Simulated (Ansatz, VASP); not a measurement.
## Two plane-wave programs on Ca3Si2N

The input INCAR:

```
PREC = Accurate
ENCUT = 520
EDIFF = 1E-6
ISMEAR = 0
SIGMA = 0.1
LREAL = F
LASPH = T
NELM = 100
ALGO = Normal
ISIF = 2
LWAVE = F
LCHARG = T
GGA = PE
LELF = T
LVHAR = T
NBANDS = 30
```

File KPOINTS:

```
Automatic mesh
0
Gamma
  6 6 2
```

Contents of POSCAR:

```
Ca3Si2N
1.0
    4.2165615600      0.0000000000      0.0000000000
   -2.1082807800      3.6516494300      0.0000000000
    0.0000000000      0.0000000000      8.5107336200
Ca Si N
3 2 1
Direct
    0.0000000000      0.0000000000      0.5000000000
    0.3333333300      0.6666666700      0.0000000000
    0.3333333300      0.6666666700      0.5000000000
    0.6666666700      0.3333333300      0.2494100000
    0.6666666700      0.3333333300      0.7505900000
    0.0000000000      0.0000000000      0.0000000000
```

Input for Ansatz:

```yaml
crystal:
  lattice:
    - [4.21656156, 0.0, 0.0]
    - [-2.10828078, 3.65164943, 0.0]
    - [0.0, 0.0, 8.51073362]
  atoms:
    - { symbol: Ca, position: [0.0, 0.0, 0.5] }
    - { symbol: Ca, position: [0.33333333, 0.66666667, 0.0] }
    - { symbol: Ca, position: [0.33333333, 0.66666667, 0.5] }
    - { symbol: Si, position: [0.66666667, 0.33333333, 0.24941] }
    - { symbol: Si, position: [0.66666667, 0.33333333, 0.75059] }
    - { symbol: "N", position: [0.0, 0.0, 0.0] }
basis:
  ecutwfc: 420
kpoints:
  mp_grid: { grid: [6, 6, 2] }
hamiltonian:
  xc: pbe
scf:
  occupations: { method: gaussian, width: 0.1 }
  lower_state_search: "off"
output:
  forces: true
  stress: true
  eigenvalues: true
```

Change from the starting cell: species swapped into the La2Al3Ge type (P-6m2, No. 187).

Alike in both runs: task single point; functional PBE; k mesh 6 × 6 × 2; occupations gaussian, width 0.1 eV; no spin polarisation.

```csv
,VASP,Ansatz
version,VASP 6.6.1,Ansatz 0.2.0
potentials or method,"VASP PAW PBE potentials, release 64 (Ca_sv, Si, N), cutoff 520 eV","scalar-relativistic, plane waves, PAW"
valence electrons in the cell,43,43
```

|  | VASP | Ansatz | Ansatz less VASP |
| --- | --- | --- | --- |
| gap on the k mesh at the Fermi level (eV) | none | none | - |
| pressure (GPa) | 0.6 | 0.3 | -0.28 |
| traceless stress, the component that is largest in VASP (GPa) | -8.16 | -7.92 | +0.236 |
| rms of the force components (eV/Å) | 0.279 | 0.281 | +0.0020 |

Atom by atom the forces differ by 0.002 eV/Å (rms over components). A gap of «none» marks a metal or a gap that the smearing closes.

The k mesh is coarse, so the values compare programs but aren't converged.
